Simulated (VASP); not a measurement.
# Sb (P2_1/m) in VASP: settings compared, part 2 of 2

VASP 6.6.1. The steps go on from the part before.

### Step 4. Single point, PBE, collinear spin, ferromagnetic start

File INCAR:

```
SYSTEM = Sb
PREC     = Accurate       ! precision mode
ENCUT    = 500            ! plane-wave cutoff, eV
EDIFF    = 1E-6           ! SCF threshold, eV
ISMEAR   = 0              ! smearing method
SIGMA    = 0.1            ! smearing width, eV
LREAL    = .FALSE.        ! projectors in reciprocal space
LASPH    = .TRUE.         ! aspherical terms in the spheres
NELM     = 200            ! most SCF steps
ALGO     = Normal         ! electronic algorithm
ISIF     = 2              ! what is computed and relaxed
LWAVE    = .FALSE.        ! write WAVECAR
LCHARG   = .FALSE.        ! write CHGCAR
ISPIN    = 2              ! spin polarisation
MAGMOM   = 0.2 0.2        ! initial moments
LORBIT   = 11             ! projections on sites
GGA      = PE             ! functional
NBANDS   = 16             ! bands
GGA_COMPAT= .FALSE.
```

File KPOINTS:

```
Automatic mesh
0
G
  1 1 3
  0 0 0
```

File POSCAR:

```
Sb
1.0
    3.1224020000      0.0000000000      0.0000000000
    0.0000000000      4.3475180000      0.0000000000
   -0.0389150000      0.0000000000      4.4058520000
Sb
2
Direct
    0.9886110000      0.7500000000      0.7588340000
    0.0113890000      0.2500000000      0.2411660000
```

Potentials or basis: VASP PAW PBE potentials, release 64 (Sb).

The run is started by

```sh
> cat potpaw_PBE.64/Sb/POTCAR > POTCAR
> mpirun -np 1 vasp_std > vasp.out
```

OUTCAR:

```text
SYSTEM = Sb
   PREC = Accurate
   ENCUT = 500
   EDIFF = 1E-6
   ISMEAR = 0
   LREAL = .FALSE.
   LASPH = .TRUE.
   NELM = 200
   ISIF = 2
   ISPIN = 2
   LORBIT = 11
   GGA = PE

 ion  position               nearest neighbor table
   1  0.989  0.750  0.759-   2 3.04   2 3.04   2 3.15   2 3.15
   2  0.011  0.250  0.241-   1 3.04   1 3.04   1 3.15   1 3.15

  LATTYP: Found a simple monoclinic cell.
 ALAT       =     3.1224020000
 B/A-ratio  =     1.3923633152
 C/A-ratio  =     1.4111007668
 COS(beta)  =    -0.0088322263

  Lattice vectors:

 A1 = (   3.1224020000,   0.0000000000,   0.0000000000)
 A2 = (   0.0000000000,   4.3475180000,   0.0000000000)
 A3 = (  -0.0389150000,   0.0000000000,   4.4058520000)

Analysis of symmetry for initial positions (statically):
=====================================================================
 Subroutine PRICEL returns:
 Original cell was already a primitive cell.

 Routine SETGRP: Setting up the symmetry group for a
 simple monoclinic supercell.

[... 236 lines left out ...]
      3       4.7082      1.00000
      4       5.2991      1.00000
      5       7.5112      0.99995
      6       8.0514      0.00009
[... 8 lines left out ...]
     15      20.7957      0.00000
     16      20.8236      0.00000

------------------------ aborting loop because EDIFF is reached ----------------------------------------

  FORCE on cell =-STRESS in cart. coord.  units (eV):
  Direction    XX          YY          ZZ          XY          YZ          ZX
  --------------------------------------------------------------------------------------
  -------------------------------------------------------------------------------------
  Total      -40.2176820     31.4008600      5.5360079      0.0000000      0.0000000      0.0098806
  in kB    -1077.3765249    841.1859591    148.3020557      0.0000000      0.0000000      0.2646885
  external PRESSURE =     -29.2961701 kB  Pullay stress =       0.0000000 kB

 VOLUME and BASIS-vectors are now :
 -----------------------------------------------------------------------------
  energy-cutoff  :      500.00
  volume of cell :       59.81
      direct lattice vectors                 reciprocal lattice vectors
     3.122402000  0.000000000  0.000000000     0.320266257  0.000000000  0.002828774
     0.000000000  4.347518000  0.000000000     0.000000000  0.230016299  0.000000000
    -0.038915000  0.000000000  4.405852000     0.000000000  0.000000000  0.226970856

 POSITION                                       TOTAL-FORCE (eV/Angst)
 -----------------------------------------------------------------------------------
      3.05731      3.26064      3.34331        -0.032148      0.000000     -0.729231
      0.02618      1.08688      1.06254         0.032148     -0.000000      0.729231
 -----------------------------------------------------------------------------------
    total drift:                               -0.000000      0.000000      0.000000

  FREE ENERGIE OF THE ION-ELECTRON SYSTEM (eV)
  ---------------------------------------------------
  free  energy   TOTEN  =        -7.0878255364 eV

  energy  without entropy=       -7.0877912134  energy(sigma->0) =       -7.08780837

 total charge

# of ion       s       p       d       tot
------------------------------------------
    1        1.182   1.094   0.054   2.329
    2        1.182   1.094   0.054   2.329
--------------------------------------------------
tot          2.363   2.188   0.107   4.659

 magnetization (x)

# of ion       s       p       d       tot
------------------------------------------
    1        0.029   0.105   0.008   0.142
    2        0.029   0.105   0.008   0.142
--------------------------------------------------
tot          0.057   0.211   0.015   0.283
```

OSZICAR:

```text
N       E                     dE             d eps       ncg     rms          rms(c)
DAV:   1     0.295075570812E+02    0.29508E+02   -0.28491E+03   128   0.406E+02
DAV:   2    -0.615392143857E+01   -0.35661E+02   -0.34108E+02   192   0.855E+01
DAV:   3    -0.721087218541E+01   -0.10570E+01   -0.10491E+01   144   0.151E+01
DAV:   4    -0.721819248840E+01   -0.73203E-02   -0.73191E-02   176   0.163E+00
DAV:   5    -0.721828301579E+01   -0.90527E-04   -0.90526E-04   160   0.176E-01    0.295E+00
DAV:   6    -0.713284546726E+01    0.85438E-01   -0.11326E-01   152   0.133E+00    0.171E+00
DAV:   7    -0.707428230808E+01    0.58563E-01   -0.13969E-01   128   0.151E+00    0.576E-01
DAV:   8    -0.708675676356E+01   -0.12474E-01   -0.13713E-02   176   0.576E-01    0.173E-01
DAV:   9    -0.708748977288E+01   -0.73301E-03   -0.18237E-03   160   0.172E-01    0.104E-01
DAV:  10    -0.708766443758E+01   -0.17466E-03   -0.14106E-04   192   0.552E-02    0.640E-02
DAV:  11    -0.708781358448E+01   -0.14915E-03   -0.83188E-05   160   0.358E-02    0.165E-02
DAV:  12    -0.708782296951E+01   -0.93850E-05   -0.17266E-05   184   0.175E-02    0.855E-03
DAV:  13    -0.708782523316E+01   -0.22636E-05   -0.21367E-06   176   0.679E-03    0.252E-03
DAV:  14    -0.708782553645E+01   -0.30329E-06   -0.86726E-07   168   0.412E-03
   1 F= -.70878255E+01 E0= -.70878084E+01  d E =-.343231E-04  mag=     0.6668
```

It took 7.9 s on 1 thread of Intel Xeon 6975P-C, shared host; peak memory 0.17 GiB.

Results:

* Free energy: -7.0878 eV
* Pressure: -2.9 GPa
* Largest force: 0.730 eV/Å
* Net moment: 0.67 μB per cell
* Site moments: Sb +0.14 μB
* Valence electrons inside the program's atomic spheres: Sb 2.33

Forces on the atoms (eV/Å):
```
Sb  -0.032  0.000 -0.729
Sb   0.032  0.000  0.729
```

Stress tensor (GPa, compression positive):
```
-107.74    0.00    0.03
   0.00   84.12    0.00
   0.03    0.00   14.83
```

Levels at points of the mesh, in eV from the Fermi level:
Spin up:
```csv
k point,band 1,band 2,band 3,band 4,band 5,band 6,band 7,band 8,band 9,band 10
"(0.00, 0.00, 0.00)",-13.25,-8.33,-4.40,-4.07,1.39,2.13,2.46,2.65,5.65,6.21
```
Spin down:
```csv
k point,band 1,band 2,band 3,band 4,band 5,band 6,band 7,band 8
"(0.00, 0.00, 0.00)",-13.01,-8.12,-4.04,-4.03,1.96,2.36,2.65,3.04
```

Caveat: the k points lie up to 2.01 Å⁻¹ apart; spin-orbit coupling is left out, which moves the levels of the heavy elements.

### Step 5. Single point, PBE

Changes to INCAR since step 4:

```diff
@@ -8,3 +8,3 @@
 LASPH    = .TRUE.         ! aspherical terms in the spheres
-NELM     = 200            ! most SCF steps
+NELM     = 120            ! most SCF steps
 ALGO     = Normal         ! electronic algorithm
@@ -13,7 +13,4 @@
 LCHARG   = .FALSE.        ! write CHGCAR
-ISPIN    = 2              ! spin polarisation
-MAGMOM   = 0.2 0.2        ! initial moments
-LORBIT   = 11             ! projections on sites
 GGA      = PE             ! functional
-NBANDS   = 16             ! bands
+NBANDS   = 12             ! bands
 GGA_COMPAT= .FALSE.
```

File KPOINTS:

```
Automatic mesh
0
G
  2 2 2
  0 0 0
```

POSCAR is that of step 4.

The run is started by

```sh
> cat potpaw_PBE.64/Sb/POTCAR > POTCAR
> mpirun -np 1 vasp_std > vasp.out
```

Wall time 3.7 s (1 thread of Intel Xeon 6975P-C, shared host); peak memory 0.15 GiB.

The run converged. Its results:

```
Free energy            : -9.1813 eV
Pressure               : -1.2 GPa
Largest force          : 0.699 eV/Å
Band gap on the k mesh : zero (band 5 reaches 12.27 eV, above the bottom of band 6 at 3.73 eV)
```

Forces on the atoms (eV/Å):
```
Sb   0.001  0.000 -0.699
Sb  -0.001  0.000  0.699
```

Stress tensor (GPa, compression positive):
```
-29.72   0.00   0.35
  0.00  13.63   0.00
  0.35   0.00  12.56
```

Levels at points of the mesh, in eV from the Fermi level:
```tsv
k point	band 3	band 4	band 5	band 6	band 7	band 8
(0.00, 0.00, 0.00)	-3.39	-3.27	2.28	3.34	3.51	3.65
(0.50, 0.00, 0.00)	-4.31	-1.57	-1.44	-1.19	4.70	5.05
(0.00, 0.50, 0.00)	-1.25	-1.25	-0.64	-0.64	5.04	5.04
(0.50, 0.50, 0.00)	-3.60	-3.60	0.67	0.67	1.68	1.68
(0.00, 0.00, 0.50)	-1.36	-0.80	-0.69	-0.50	4.81	5.22
(0.50, 0.00, 0.50)	-3.79	-3.46	0.50	1.13	1.68	1.82
(0.00, 0.50, 0.50)	-5.39	-5.39	5.38	5.38	5.58	5.58
(0.50, 0.50, 0.50)	-3.43	-3.43	-3.17	-3.17	2.41	2.41
```

Caveat: the k points lie up to 1.01 Å⁻¹ apart; spin-orbit coupling is left out, which moves the levels of the heavy elements.

### Step 6. Single point, PBE

File INCAR:

```
SYSTEM = Sb
ALGO = Normal
EDIFF = 1E-6
ENCUT = 500
GGA = PE
GGA_COMPAT = .FALSE.
ISIF = 2
ISMEAR = 0
LASPH = .TRUE.
LCHARG = .FALSE.
LREAL = .FALSE.
LWAVE = .FALSE.
NBANDS = 12
NELM = 120
PREC = Accurate
SIGMA = 0.1
```

File KPOINTS:

```
k-points
0
G
  3 2 2
  0 0 0
```

POSCAR is that of step 5.

Potentials or basis: VASP PAW PBE potentials, release 64 (Sb).

The run is started by

```sh
> cat potpaw_PBE.64/Sb/POTCAR > POTCAR
> mpirun -np 1 vasp_std > vasp.out
```

It took 4.3 s on 1 thread of Intel Xeon 6975P-C, shared host; peak memory 0.15 GiB.

The run converged. Its results:

- Free energy: -7.3777 eV
- Pressure: 1.3 GPa
- Largest force: 0.398 eV/Å
- Band gap on the k mesh: zero (band 5 reaches 12.28 eV, above the bottom of band 6 at 5.62 eV)

Forces on the atoms (eV/Å):
```
Sb  -0.068  0.000  0.392
Sb   0.068  0.000 -0.392
```

Stress tensor (GPa, compression positive):
```
-1.98  0.00 -0.03
 0.00  4.59  0.00
-0.03  0.00  1.41
```

Levels at points of the mesh, in eV from the Fermi level:
```csv
k point,band 2,band 3,band 4,band 5,band 6,band 7,band 8,band 9
"(0.00, 0.00, 0.00)",-7.01,-3.37,-3.22,2.36,3.40,3.56,3.66,7.02
"(0.00, 0.50, 0.00)",-10.32,-1.21,-1.21,-0.60,-0.60,5.10,5.10,8.42
"(0.00, 0.00, 0.50)",-10.17,-1.27,-0.80,-0.59,-0.51,4.90,5.24,8.08
"(0.00, 0.50, 0.50)",-9.65,-5.35,-5.35,5.44,5.44,5.63,5.63,9.27
```

Caveat: the k points lie up to 0.72 Å⁻¹ apart; spin-orbit coupling is left out, which moves the levels of the heavy elements.

### Step 7. Summary

```csv
level,spin,cell,k mesh,cutoff (eV),gap on the mesh (eV),pressure (GPa),largest force (eV/Å)
PBEsol,off,"a = 3.122, b = 4.348, c = 4.406 Å, angles 90.0, 90.5, 90.0°, 2 atoms",6 × 4 × 4,520,none,-1.8,0.06
PBE,off,"a = 3.355, b = 4.671, c = 4.734 Å, angles 90.0, 90.5, 90.0°, 2 atoms",6 × 4 × 4,520,none,-7.1,0.20
PBE,"collinear, ferromagnetic start","a = 3.122, b = 4.348, c = 4.406 Å, angles 90.0, 90.5, 90.0°, 2 atoms",1 × 1 × 3,500,none,-2.9,0.73
PBE,off,"a = 3.122, b = 4.348, c = 4.406 Å, angles 90.0, 90.5, 90.0°, 2 atoms",2 × 2 × 2,500,none,-1.2,0.70
PBE,off,"a = 3.122, b = 4.348, c = 4.406 Å, angles 90.0, 90.5, 90.0°, 2 atoms",3 × 2 × 2,500,none,1.3,0.40
```

Alike in all rows: task single point; potentials or basis VASP PAW PBE potentials, release 64 (Sb); smearing gaussian 0.1 eV.

Caveats: some runs use coarse meshes; spin-orbit coupling is left out, which moves the levels of the heavy elements; the PAW data sets were made with another functional, which shifts forces and pressure a little (some runs).

Total energies depend on the potentials used, so only differences within one code and one set of settings carry meaning.
